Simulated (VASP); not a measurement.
## MnO: single point with PBE+U

Crystal: MnO.

```
Mn O
1.0
     0.00000    2.22300    2.22300
     2.22300    0.00000    2.22300
     2.22300    2.22300    0.00000
Mn O
1 1
Direct
  0.00000 0.00000 0.00000
  0.50000 0.50000 0.50000
```

| Item | Value |
| --- | --- |
| Program | VASP 6.6.1 |
| Task | single point |
| Functional | PBE |
| Potentials or basis | VASP PAW PBE potentials, release 64 (Mn_sv, O) |
| Cutoff | 700 eV |
| k mesh | 5 × 5 × 5 |
| Occupations | gaussian, width 0.05 eV |
| Spin | collinear spin, ferromagnetic start |
| Starting moments | [5.0, 0.0] μB |
| Hubbard terms | Mn d U = 3.9 eV |
| Dipole correction | no |
| Further INCAR settings | ALGO = Normal; EDIFF = 1e-06; NBANDS = 22 |

| Property | Result |
| --- | --- |
| Pressure | 6.3 GPa |
| Band gap on the k mesh | 0.35 eV (least direct gap 2.72 eV) |
| Net moment | 5.00 μB per cell |
| Site moments | Mn +4.50; O +0.17 μB |
| Valence electrons inside the program's atomic spheres | Mn 12.88; O 5.01 |

Levels at points of the mesh, in eV from the valence-band top:
Spin up:
```tsv
k point	band 10	band 11	band 12	band 13	band 14	band 15	band 16	band 17
(0.00, 0.00, 0.00)	-3.51	-2.70	-2.70	-2.70	0.35	14.75	16.55	16.55
```
Spin down:
```tsv
k point	band 6	band 7	band 8	band 9	band 10	band 11
(0.00, 0.00, 0.00)	-2.37	-2.37	-2.37	1.69	3.22	3.22
```

Eigenvalues of the final occupation matrices:
| site | spin | trace | eigenvalues |
| --- | --- | --- | --- |
| site 1 d | 1 | 4.63 | 0.91 0.91 0.91 0.95 0.95 |
| site 1 d | 2 | 0.15 | 0.01 0.01 0.01 0.05 0.05 |

It took 19 s on 1 thread of Intel(R) Xeon(R) Platinum 8488C (Sapphire Rapids), on a shared host, peak memory 0.17 GiB.

Caveat: the k points lie up to 0.49 Å⁻¹ apart; semilocal functionals underestimate gaps, and a narrow one can read as zero; an odd mesh through Γ misses points on the zone boundary, where band edges can lie; a cell with one magnetic atom can't hold antiferromagnetic order, which such compounds often take. The state reached can hang on the start; a lower one may exist.
